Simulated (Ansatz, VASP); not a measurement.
## Two plane-wave programs on Ag

File INCAR:

```
PREC = Accurate
ENCUT = 500
EDIFF = 1E-6
ISMEAR = 0
SIGMA = 0.1
LREAL = F
LASPH = T
NELM = 120
ALGO = Normal
ISIF = 2
LWAVE = F
LCHARG = T
GGA = PE
LELF = T
LVHAR = T
NBANDS = 18
GGA_COMPAT = F
```

KPOINTS

```
regular mesh
0
Gamma
  6 6 4
```

The input POSCAR:

```
Ag
1.0
    2.9222991408      0.0000000000      0.0000000000
   -1.4611495704      2.5307852934      0.0000000000
    0.0000000000      0.0000000000      4.7016618100
Ag
2
Direct
    0.8333333333      1.3086666667      0.8610000000
    1.1666666667      0.9753333333      1.3610000000
```

Input for Ansatz:

```yaml
crystal:
  lattice:
    - [2.9222991408, 0.0, 0.0]
    - [-1.4611495704, 2.5307852934, 0.0]
    - [0.0, 0.0, 4.70166181]
  atoms:
    - { symbol: Ag, position: [0.8333333333, 1.3086666667, 0.861] }
    - { symbol: Ag, position: [1.1666666667, 0.9753333333, 1.361] }
basis:
  ecutwfc: 420
kpoints:
  mp_grid: { grid: [6, 6, 4] }
hamiltonian:
  xc: pbe
scf:
  occupations: { method: gaussian, width: 0.1 }
  max_iter: 40
output:
  forces: true
  stress: true
  eigenvalues: true
  dos: {}
```

Alike in both runs: task single point; functional PBE; k mesh 6 × 6 × 4; occupations gaussian, width 0.1 eV; no spin polarisation.

|  | VASP | Ansatz |
| --- | --- | --- |
| version | VASP 6.6.1 | Ansatz 0.2.0 |
| potentials or method | VASP PAW PBE potentials, release 64 (Ag), cutoff 500 eV | scalar-relativistic, plane waves, PAW |
| valence electrons in the cell | 22 | 38 |

Ansatz gave:

| Quantity | Value |
| --- | --- |
| gap on the k mesh at the Fermi level (eV) | none |
| pressure (GPa) | 3.5 |
| traceless stress, the component that is largest in VASP (GPa) | -0.56 |

**Question.** Which values does VASP return?

**Answer.** gap on the k mesh at the Fermi level (eV): none; pressure (GPa): 3.4; traceless stress, the component that is largest in VASP (GPa): -0.60.

A gap of «none» marks a metal or a gap that the smearing closes. The functional is the same, so the differences come from potentials, cutoffs and numerics. VASP's potentials hold 22 valence electrons a cell and Ansatz's 38, so a difference there can come from the potentials and not from the codes.

The k mesh is coarse, so the values compare programs but aren't converged.
